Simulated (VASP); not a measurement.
Set up this calculation in VASP 6.6.1, as the native input.

| Quantity | Value |
| --- | --- |
| Task | single point |
| Functional | PBE |
| Potentials or basis | VASP PAW PBE potentials, release 64 (Ir) |
| Cutoff | 520 eV |
| k mesh | 18 × 18 × 18 |
| Occupations | fermi-dirac, width 0.05 eV |
| Spin | no spin polarisation |
| Dipole correction | no |
| Further INCAR settings | ALGO = Normal; EDIFF = 1e-07; NBANDS = 10 |

The structure of Ir lies in POSCAR:

```
Ir
1.0
    0.0000000000      1.9353516835      1.9353516835
    1.9353516835      0.0000000000      1.9353516835
    1.9353516835      1.9353516835      0.0000000000
Ir
1
Direct
    0.0000000000      0.0000000000      0.0000000000
```

One way to write it, as run:

INCAR

```
PREC = Accurate
ENCUT = 520
EDIFF = 1E-7
ISMEAR = -1
SIGMA = 0.05
LREAL = False
LASPH = True
NELM = 100
ALGO = Normal
ISIF = 2
LWAVE = False
LCHARG = False
GGA = PE
NBANDS = 10
```

KPOINTS

```
regular mesh
0
Gamma
  18 18 18
```

Potentials or basis: VASP PAW PBE potentials, release 64 (Ir).

Launch:

```sh
$ cat potpaw_PBE.64/Ir/POTCAR > POTCAR
$ mpirun -np 1 vasp_std > vasp.out
```

It gave:

| Item | Value |
| --- | --- |
| Pressure | 0.5 GPa |

Wall time 12 s on 1 thread of Intel(R) Xeon(R) Platinum 8559C (Emerald Rapids) (shared host), peak memory 0.14 GiB.
